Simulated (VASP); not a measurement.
# C (Cmme) in VASP: a series of runs

Aim: see how the results for C move with the level of theory and the settings. Levels: PBEsol+D3(BJ), LDA, BLYP+D3(BJ). Tasks: relaxation of cell and atoms.

Program: VASP 6.6.1. These are calculated values, not measurements. Logs are shortened: lines on timing, memory, paths and dates and some standing lists are left out, and cuts for length are marked.

## Step 1: The cell of the first run

Symmetry: Cmme, No. 67, orthorhombic system. Conventional cell: a = 2.456 Å, b = 4.254 Å, c = 7.173 Å, α = 90.00°, β = 90.00°, γ = 90.00°. Within 1.9 Å of C (site symmetry m) lie 3 C at 1.42 Å.

## Step 2: Relaxation of cell and atoms, PBEsol+D3(BJ)

File INCAR:

```
SYSTEM = C
PREC = Accurate
ENCUT = 600
EDIFF = 1E-6
ISMEAR = -1
SIGMA = 0.1
LREAL = .False.
LASPH = .True.
NELM = 60
ALGO = Normal
ISIF = 3
LWAVE = .False.
LCHARG = .False.
GGA = PS
IVDW = 12
IBRION = 2
NSW = 80
EDIFFG = -0.03
```

File KPOINTS:

```
regular mesh
0
Gamma
  12 12 4
  0 0 0
```

File POSCAR:

```
C
1.0
    2.4561140000      0.0000000000      0.0000000000
   -1.2280744483      2.1270470447      0.0000000000
    0.0000000000      0.0000000000      7.1732680000
C
4
Direct
    0.0833790000      0.9166210000      0.7531380000
    0.5833790000      0.4166210000      0.2468620000
    0.9166210000      0.0833790000      0.2468620000
    0.4166210000      0.5833790000      0.7531380000
```

Potentials or basis: VASP PAW PBE potentials, release 64 (C).

Command:

```sh
> cat potpaw_PBE.64/C/POTCAR > POTCAR
> mpirun -np 1 vasp_std > vasp.out
```

OUTCAR:

```text
SYSTEM = C
   PREC = Accurate
   ENCUT = 600
   EDIFF = 1E-6
   ISMEAR = -1
   LREAL = .False.
   LASPH = .True.
   NELM = 60
   ISIF = 3
   GGA = PS
   IVDW = 12
   IBRION = 2
   NSW = 80
   EDIFFG = -0.03
 IVDW          = 12

 ion  position               nearest neighbor table
   1  0.083  0.917  0.753-   4 1.42   4 1.42   4 1.42
   2  0.583  0.417  0.247-   3 1.42   3 1.42   3 1.42
   3  0.917  0.083  0.247-   2 1.42   2 1.42   2 1.42
   4  0.417  0.583  0.753-   1 1.42   1 1.42   1 1.42

  LATTYP: Found a hexagonal cell.
 ALAT       =     2.4561140000
 C/A-ratio  =     2.9205761622

  Lattice vectors:

 A1 = (   2.4561140000,   0.0000000000,   0.0000000000)
 A2 = (  -1.2280744483,   2.1270470447,   0.0000000000)
 A3 = (   0.0000000000,   0.0000000000,   7.1732680000)

Analysis of symmetry for initial positions (statically):
=====================================================================
 Subroutine PRICEL returns:
 Original cell was already a primitive cell.

 Routine SETGRP: Setting up the symmetry group for a
 hexagonal supercell.

 Subroutine GETGRP returns: Found  8 space group operations
 (whereof  4 operations were pure point group operations)
 out of a pool of 24 trial point group operations.

The static configuration has the point symmetry C_2h.
 The point group associated with its full space group is D_2h.

Analysis of symmetry for dynamics (positions and initial velocities):
=====================================================================
 Subroutine PRICEL returns:
 Original cell was already a primitive cell.

 Routine SETGRP: Setting up the symmetry group for a
 hexagonal supercell.

 Subroutine GETGRP returns: Found  8 space group operations
 (whereof  4 operations were pure point group operations)
 out of a pool of 24 trial point group operations.

The dynamic configuration has the point symmetry C_2h.
 The point group associated with its full space group is D_2h.

 Subroutine INISYM returns: Found  8 space group operations
 (whereof  4 operations are pure point group operations),
 and found     1 'primitive' translations

----------------------------------------------------------------------------------------

                                     Primitive cell

  volume of cell :      37.4751

  direct lattice vectors                    reciprocal lattice vectors
[... 95 lines left out ...]
   IBRION =      2    ionic relax: 0-MD 1-quasi-New 2-CG
   NFREE  =      1    steps in history (QN), initial steepest desc. (CG)
   ISIF   =      3    stress and relaxation
   ISYM   =      2    0-nonsym 1-usesym 2-fastsym
   POTIM  = 0.5000    time-step for ionic-motion
   TEBEG  =    0.0;   TEEND  =   0.0 temperature during run
   PSTRESS=    0.0 pullay stress
   NELECT =      16.0000    total number of electrons
   NUPDOWN=      -1.0000    fix difference up-down
   EMIN   =  10.00;   EMAX   =-10.00  energy-range for DOS
   EFERMI =   0.00;   METHOD = LEGACY
   ISMEAR =    -1;   SIGMA  =   0.10  broadening in eV -4-tet -1-fermi 0-gaus
   EFERMI_NEDOS =   21; number of points for ismear=-14 and -15
   IALGO  =     38    algorithm
   IMIX   =      4    mixing-type and parameters
     AMIX     =   0.40;   BMIX     =  1.00
     AMIX_MAG =   1.60;   BMIX_MAG =  1.00
  volume/ion in A,a.u.               =       9.37        63.22
  Fermi-wavevector in a.u.,A,eV,Ry     =   1.232728  2.329518 20.675663  1.519618
  Thomas-Fermi vector in A             =   2.367487
   LORBIT       =      0    0 simple, 1 ext, 2 COOP (PROOUT), +10 PAW based schemes
   GGA     = PS    functional components
   LHFCALC =     F    Hartree Fock is set to
   AEXX    =    0.0000 exact exchange contribution
   IVDW    =    12    specifies the selected vdW correction
   LEPSILON=     F    determine dielectric tensor
   LRPA    =     F    only Hartree local field effects (RPA)
 conjugate gradient relaxation of ions
 non-spin polarized calculation
  energy-cutoff  :      600.00
  volume of cell :       37.48
 maximum number of plane-waves:      1278
   NGX =  9   NGY =  9   NGZ = 29

--------------------------------------- Ionic step        1  -------------------------------------------

 number of electron      15.9999999 magnetization

 Free energy of the ion-electron system (eV)
  ---------------------------------------------------
  ext. energy  EPLUGINS =         0.00000000
  ---------------------------------------------------
  free energy    TOTEN  =       -38.58144429 eV

  energy without entropy =      -38.57677188  energy(sigma->0) =      -38.57910808

------------------------ aborting loop because EDIFF is reached ----------------------------------------

 Edisp (eV)   -0.41124

 E8    (eV) :    -0.1996
[... 111 lines left out ...]
  FREE ENERGIE OF THE ION-ELECTRON SYSTEM (eV)
  ---------------------------------------------------
  free  energy   TOTEN  =       -38.9942326946 eV

  energy  without entropy=      -38.9896160848  energy(sigma->0) =      -38.99192439

[... ionic steps 4 to 13 ...]

--------------------------------------- Ionic step       14  -------------------------------------------

 number of electron      15.9999999 magnetization

------------------------ aborting loop because EDIFF is reached ----------------------------------------
[... 79 lines left out ...]
--------------------------------------- Ionic step       16  -------------------------------------------

 number of electron      15.9999999 magnetization

 Free energy of the ion-electron system (eV)
  ---------------------------------------------------
  ext. energy  EPLUGINS =         0.00000000
  ---------------------------------------------------
  free energy    TOTEN  =       -38.56756643 eV

  energy without entropy =      -38.56404835  energy(sigma->0) =      -38.56580739

 E-fermi :   4.8090     XC(G=0): -10.7020

 val. band max:        4.7953527263   @ k =   0.3333   0.3333   0.5000
 cond. band min:       4.8273333741   @ k =   0.3333   0.3333   0.5000
 fundamental gap:      0.0319806479
 Fermi energy:         4.8090272641

 k-point     1 :       0.0000    0.0000    0.0000
  band No.  band energies     occupation
      1     -14.8729      2.00000
      2     -14.5105      2.00000
      3      -3.8978      2.00000
      4      -1.6600      2.00000
      5       1.8269      2.00000
      6       1.8619      2.00000
      7       1.8727      2.00000
      8       1.8772      2.00000
      9       9.0202      0.00000
     10      13.1191      0.00000
     11      13.1896      0.00000
     12      13.2462      0.00000
[... 331 lines left out ...]
 k-point    24 :      -0.4167    0.3333    0.0000
  band No.  band energies     occupation
      1     -11.4418      2.00000
      2     -11.1483      2.00000
      3      -5.8479      2.00000
      4      -5.6731      2.00000
      5      -1.7828      2.00000
      6      -1.7007      2.00000
      7       0.1356      2.00000
      8       2.0332      2.00000
      9       7.9949      0.00000
     10       9.1569      0.00000
     11      12.9088      0.00000
     12      13.0847      0.00000

 [... further k-points ...]

------------------------ aborting loop because EDIFF is reached ----------------------------------------

 Edisp (eV)   -0.44991

 E8    (eV) :    -0.2188
[... 27 lines left out ...]
  FREE ENERGIE OF THE ION-ELECTRON SYSTEM (eV)
  ---------------------------------------------------
  free  energy   TOTEN  =       -39.0174724434 eV

  energy  without entropy=      -39.0139543631  energy(sigma->0) =      -39.01571340

 reached required accuracy - stopping structural energy minimisation
```

OSZICAR:

```text
N       E                     dE             d eps       ncg     rms          rms(c)
DAV:   1     0.588921730987E+02    0.58892E+02   -0.89469E+03  3096   0.137E+03
DAV:   2    -0.364445687346E+02   -0.95337E+02   -0.87590E+02  4324   0.245E+02
DAV:   3    -0.409753677966E+02   -0.45308E+01   -0.44946E+01  3892   0.546E+01
DAV:   4    -0.410364998012E+02   -0.61132E-01   -0.61053E-01  3880   0.731E+00
[... 127 lines left out ...]
DAV:   1    -0.385682516042E+02   -0.18665E-02   -0.26710E-02  3152   0.139E+00    0.106E-01
DAV:   2    -0.385677700305E+02    0.48157E-03   -0.67296E-04  3640   0.213E-01    0.574E-02
DAV:   3    -0.385675674354E+02    0.20260E-03   -0.64090E-04  3652   0.181E-01    0.152E-02
DAV:   4    -0.385675669381E+02    0.49733E-06   -0.15306E-05  3608   0.322E-02    0.995E-03
DAV:   5    -0.385675664296E+02    0.50851E-06   -0.15808E-06  2548   0.122E-02
  16 F= -.39017472E+02 E0= -.39015713E+02  d E =-.500019E-03
```

Run time: 3.3 min. Hardware: 1 thread of Intel Xeon 6975P-C (Granite Rapids), shared host; peak memory 0.21 GiB.

Results:

```yaml
Free_energy: -39.0175 eV
Relaxed_volume: 8.61 Å³/atom
Relaxed_cell: a = 2.458 Å, b = 2.458 Å, c = 6.574 Å, α = 90.00°, β = 90.00°, γ = 119.90°
Space_group_after_relaxing_to_0.1_Å: Fmmm (No. 69)
Energy_gained_by_relaxing: 6.2 meV/atom
Ionic_steps: 16
Pressure_after_relaxing: -0.1 GPa
Largest_force_after_relaxing: 0.014 eV/Å
Dispersion_energy_per_atom: -0.112 eV
```

Forces on the atoms (eV/Å):
```
C   -0.003  0.002 -0.014
C   -0.003  0.002  0.014
C    0.003 -0.002  0.014
C    0.003 -0.002 -0.014
```

Step by step:
| step | energy change (eV) | largest force (eV/Å) | pressure (GPa) | volume (Å³) |
| --- | --- | --- | --- | --- |
| 1 | 0.0000 | 0.0223 | 0.51 | 37.48 |
| 2 | 0.0005 | 0.0845 | -3.45 | 37.64 |
| 3 | -0.0016 | 0.0288 | -1.36 | 37.55 |
| 4 | -0.0050 | 0.0459 | -1.44 | 37.26 |
| 5 | -0.0126 | 0.2712 | -1.64 | 36.40 |
| 6 | -0.0115 | 0.7339 | -1.81 | 34.68 |
| 7 | -0.0151 | 0.4515 | -1.78 | 35.73 |
| 8 | -0.0157 | 0.4357 | -1.70 | 35.68 |
| 9 | -0.0174 | 0.3894 | -1.61 | 35.54 |
| 10 | -0.0203 | 0.2966 | -1.35 | 35.25 |
| 11 | -0.0238 | 0.1115 | -0.80 | 34.68 |
| 12 | -0.0200 | 0.2609 | 0.54 | 33.54 |
| 13 | -0.0243 | 0.0259 | -0.51 | 34.41 |
| 14 | -0.0243 | 0.0180 | -0.45 | 34.37 |
| 15 | -0.0245 | 0.0168 | -0.38 | 34.39 |
| 16 | -0.0248 | 0.0141 | -0.10 | 34.44 |

Final structure:
```
CELL_PARAMETERS angstrom
2.45815 0.00208 0.00000
-1.22729 2.12985 0.00000
0.00000 0.00000 6.57402
ATOMIC_POSITIONS crystal
C 0.08328 0.91672 0.75265
C 0.58328 0.41672 0.24735
C 0.91672 0.08328 0.24735
C 0.41672 0.58328 0.75265
```

Caveat: the PAW data sets were made with another functional, which shifts forces and pressure a little.

## Step 3: Relaxation of cell and atoms, LDA

File INCAR:

```
SYSTEM = C
  ALGO = Normal
  EDIFF = 1E-6
  EDIFFG = -0.03
  ENCUT = 600
  GGA = CA
  IBRION = 2
  ISIF = 3
  ISMEAR = -1
  LASPH = .TRUE.
  LCHARG = .FALSE.
  LREAL = .FALSE.
  LWAVE = .FALSE.
  NELM = 100
  NSW = 80
  PREC = Accurate
  SIGMA = 0.1
```

File KPOINTS:

```
k-points
0
G
  12 12 4
  0 0 0
```

POSCAR is that of step 2.

Potentials or basis: VASP PAW LDA potentials, release 64 (C).

Command:

```sh
> cat potpaw_LDA.64/C/POTCAR > POTCAR
> mpirun -np 1 vasp_std > vasp.out
```

It took 3.4 min on 1 thread of Intel Xeon 6975P-C (Granite Rapids), shared host; peak memory 0.18 GiB.

Results (log left out):

* Free energy: -40.4599 eV
* Relaxed volume: 8.59 Å³/atom
* Relaxed cell: a = 2.445 Å, b = 2.445 Å, c = 6.632 Å, α = 90.00°, β = 90.00°, γ = 119.94°
* Space group after relaxing (to 0.1 Å): Fmmm (No. 69)
* Energy gained by relaxing: 5.5 meV/atom
* Ionic steps: 19
* Pressure after relaxing: 0.0 GPa
* Largest force after relaxing: 0.014 eV/Å

Forces on the atoms (eV/Å):
```
C    0.008 -0.004 -0.011
C    0.008 -0.004  0.011
C   -0.008  0.004  0.011
C   -0.008  0.004 -0.011
```

Stress tensor (GPa, compression positive):
```
 0.11 -0.19  0.00
-0.19 -0.10  0.00
 0.00  0.00 -0.03
```

The path:
| step | energy change (eV) | largest force (eV/Å) | pressure (GPa) | volume (Å³) |
| --- | --- | --- | --- | --- |
| 1 | 0.0000 | 0.0228 | -3.61 | 37.48 |
| 2 | 0.0186 | 0.0946 | 7.22 | 36.34 |
| 3 | -0.0048 | 0.0114 | -0.39 | 37.12 |
| 4 | -0.0062 | 0.0412 | -0.37 | 36.97 |
| 5 | -0.0094 | 0.1995 | -0.30 | 36.53 |
| 6 | -0.0115 | 0.5242 | -0.06 | 35.64 |
| 7 | -0.0116 | 0.5228 | -0.02 | 35.63 |
| 8 | -0.0118 | 0.5195 | -0.01 | 35.59 |
| 9 | -0.0123 | 0.5128 | 0.02 | 35.53 |
| 10 | -0.0133 | 0.4997 | -0.02 | 35.41 |
| 11 | -0.0149 | 0.4731 | 0.00 | 35.16 |
| 12 | -0.0174 | 0.4196 | 0.07 | 34.67 |
| 13 | -0.0174 | 0.3120 | 0.31 | 33.68 |
| 14 | -0.0183 | 0.3611 | 0.21 | 34.13 |
| 15 | -0.0198 | 0.2597 | 0.15 | 34.19 |
| 16 | -0.0217 | 0.0216 | 0.05 | 34.32 |
| 17 | -0.0218 | 0.0411 | 0.01 | 34.35 |
| 18 | -0.0218 | 0.0336 | 0.02 | 34.35 |
| 19 | -0.0220 | 0.0141 | -0.01 | 34.36 |

Final structure:
```
C
1.0
     2.44516    0.00136    0.00000
    -1.22142    2.11824    0.00000
     0.00000    0.00000    6.63208
C
4
Direct
  0.08327 0.91673 0.75277
  0.58327 0.41673 0.24723
  0.91673 0.08327 0.24723
  0.41673 0.58327 0.75277
```

## Step 4: Relaxation of cell and atoms, BLYP+D3(BJ)

File INCAR:

```
SYSTEM = C
PREC = Accurate
ENCUT = 600
EDIFF = 1E-6
ISMEAR = -1
SIGMA = 0.1
LREAL = .FALSE.
LASPH = .TRUE.
NELM = 80
ALGO = Normal
ISIF = 3
LWAVE = .FALSE.
LCHARG = .FALSE.
GGA = B5
ALDAX = 1.0
AGGAX = 1.0
AGGAC = 1.0
ALDAC = 0.0
IVDW = 12
VDW_S6 = 1.0
VDW_S8 = 2.6996
VDW_A1 = 0.4298
VDW_A2 = 4.2359
IBRION = 2
NSW = 80
EDIFFG = -0.03
```

File KPOINTS:

```
regular mesh
0
G
  12 12 4
  0 0 0
```

POSCAR is that of step 3.

Potentials or basis: VASP PAW PBE potentials, release 64 (C).

Command:

```sh
> cat potpaw_PBE.64/C/POTCAR > POTCAR
> mpirun -np 1 vasp_std > vasp.out
```

OUTCAR:

```text
SYSTEM = C
   PREC = Accurate
   ENCUT = 600
   EDIFF = 1E-6
   ISMEAR = -1
   LREAL = .FALSE.
   LASPH = .TRUE.
   NELM = 80
   ISIF = 3
   GGA = B5
   IVDW = 12
   IBRION = 2
   NSW = 80
   EDIFFG = -0.03
 IVDW          = 12

 ion  position               nearest neighbor table
   1  0.083  0.917  0.753-   4 1.42   4 1.42   4 1.42
   2  0.583  0.417  0.247-   3 1.42   3 1.42   3 1.42
   3  0.917  0.083  0.247-   2 1.42   2 1.42   2 1.42
   4  0.417  0.583  0.753-   1 1.42   1 1.42   1 1.42

  LATTYP: Found a hexagonal cell.
 ALAT       =     2.4561140000
 C/A-ratio  =     2.9205761622

  Lattice vectors:

 A1 = (   2.4561140000,   0.0000000000,   0.0000000000)
 A2 = (  -1.2280744483,   2.1270470447,   0.0000000000)
 A3 = (   0.0000000000,   0.0000000000,   7.1732680000)

[... 362 lines left out ...]
      2     -13.8970      2.00000
      3      -3.2705      2.00000
      4      -1.0090      2.00000
      5       2.1057      2.00000
      6       2.1259      2.00000
      7       2.1423      2.00000
      8       2.1539      2.00000
      9       9.8871      0.00000
     10      13.5920      0.00000
     11      13.6343      0.00000
     12      13.7239      0.00000
[... 386 lines left out ...]
--------------------------------------- Ionic step       14  -------------------------------------------

 number of electron      15.9999999 magnetization

 Free energy of the ion-electron system (eV)
  ---------------------------------------------------
  ext. energy  EPLUGINS =         0.00000000
  ---------------------------------------------------
  free energy    TOTEN  =       -34.52527706 eV

  energy without entropy =      -34.52176466  energy(sigma->0) =      -34.52352086

 E-fermi :   5.2787     XC(G=0):  -9.9962

 val. band max:        5.2720273113   @ k =   0.3333   0.3333   0.5000
 cond. band min:       5.3024234909   @ k =   0.3333   0.3333   0.5000
 fundamental gap:      0.0303961795
 Fermi energy:         5.2786597951

 k-point     1 :       0.0000    0.0000    0.0000
  band No.  band energies     occupation
      1     -14.2757      2.00000
      2     -13.9041      2.00000
      3      -3.2737      2.00000
      4      -1.0200      2.00000
      5       2.0948      2.00000
      6       2.1171      2.00000
      7       2.1334      2.00000
      8       2.1426      2.00000
      9       9.8712      0.00000
     10      13.5804      0.00000
     11      13.6198      0.00000
     12      13.7114      0.00000
[... 380 lines left out ...]
  FREE ENERGIE OF THE ION-ELECTRON SYSTEM (eV)
  ---------------------------------------------------
  free  energy   TOTEN  =       -35.7510805443 eV

  energy  without entropy=      -35.7475681520  energy(sigma->0) =      -35.74932435

 reached required accuracy - stopping structural energy minimisation
```

CONTCAR:

```text
C
   1.00000000000000
     2.4691962760446580    0.0003267391078109    0.0000000000000000
    -1.2343327162315350    2.1385399463112158   -0.0000000000000000
    -0.0000000000000000    0.0000000000000000    6.5295229678494122
  C
     4
Direct
     0.0833062070852495    0.9166937929147504    0.7525649177565469
     0.5833062070852495    0.4166937929147504    0.2474350822434530
     0.9166937929147505    0.0833062070852496    0.2474350822434530
     0.4166937929147504    0.5833062070852496    0.7525649177565469

  0.00000000E+00  0.00000000E+00  0.00000000E+00
  0.00000000E+00  0.00000000E+00  0.00000000E+00
  0.00000000E+00  0.00000000E+00  0.00000000E+00
  0.00000000E+00  0.00000000E+00  0.00000000E+00
```

It took 3.9 min on 1 thread of Intel Xeon 6975P-C (Granite Rapids), shared host; peak memory 0.21 GiB.

Results:

```yaml
Free_energy: -35.7511 eV
Relaxed_volume: 8.62 Å³/atom
Relaxed_cell: a = 2.469 Å, b = 2.469 Å, c = 6.530 Å, α = 90.00°, β = 90.00°, γ = 119.99°
Space_group_after_relaxing_to_0.1_Å: Fmmm (No. 69)
Energy_gained_by_relaxing: 12.8 meV/atom
Ionic_steps: 14
Pressure_after_relaxing: 0.2 GPa
Largest_force_after_relaxing: 0.020 eV/Å
Dispersion_energy_per_atom: -0.306 eV
```

Forces in eV/Å, atoms in the order of the input:
```
C    0.004 -0.002 -0.020
C    0.004 -0.002  0.020
C   -0.004  0.002  0.020
C   -0.004  0.002 -0.020
```

The path:
```
step  energy change (eV)  largest force (eV/Å)  pressure (GPa)  volume (Å³)
   1              0.0000                0.0238            4.06        37.48
   2              0.0505                0.0797          -12.69        38.77
   3             -0.0125                0.0137           -1.53        37.87
   4             -0.0182                0.0347           -1.55        37.56
   5             -0.0332                0.1756           -1.56        36.62
   6             -0.0455                0.4634           -1.14        34.74
   7             -0.0473                0.3765           -0.97        34.63
   8             -0.0498                0.1183           -0.39        34.28
   9             -0.0499                0.0784           -0.27        34.23
  10             -0.0501                0.0704           -0.23        34.25
  11             -0.0507                0.0470            0.00        34.32
  12             -0.0510                0.0221            0.44        34.47
  13             -0.0510                0.0205            0.37        34.44
  14             -0.0511                0.0205            0.18        34.48
```

Final structure:
```xyz
4
Lattice="2.4692 0.0003 0.0000 -1.2343 2.1385 0.0000 0.0000 0.0000 6.5295" Properties=species:S:1:pos:R:3 pbc="T T T"
C    -0.9258    1.9604    4.9139
C     0.9260    0.8913    1.6156
C     2.1607    0.1785    1.6156
C     0.3089    1.2476    4.9139
```

Caveat: the PAW data sets were made with another functional, which shifts forces and pressure a little.

## Step 5: The runs side by side

| level | potentials or basis | pressure (GPa) | relaxed volume (Å³/atom) | largest force (eV/Å) |
| --- | --- | --- | --- | --- |
| PBEsol+D3(BJ) | VASP PAW PBE potentials, release 64 (C) | -0.1 | 8.61 | 0.01 |
| LDA | VASP PAW LDA potentials, release 64 (C) | 0.0 | 8.59 | 0.01 |
| BLYP+D3(BJ) | VASP PAW PBE potentials, release 64 (C) | 0.2 | 8.62 | 0.02 |

Alike in all rows: task relaxation of cell and atoms; no spin polarisation; cell relaxed; k mesh 12 × 12 × 4; cutoff (eV) 600; smearing fermi-dirac 0.1 eV.

Caveats: the PAW data sets were made with another functional, which shifts forces and pressure a little (at least some runs).

Absolute energies hang on the potentials; compare differences alone.
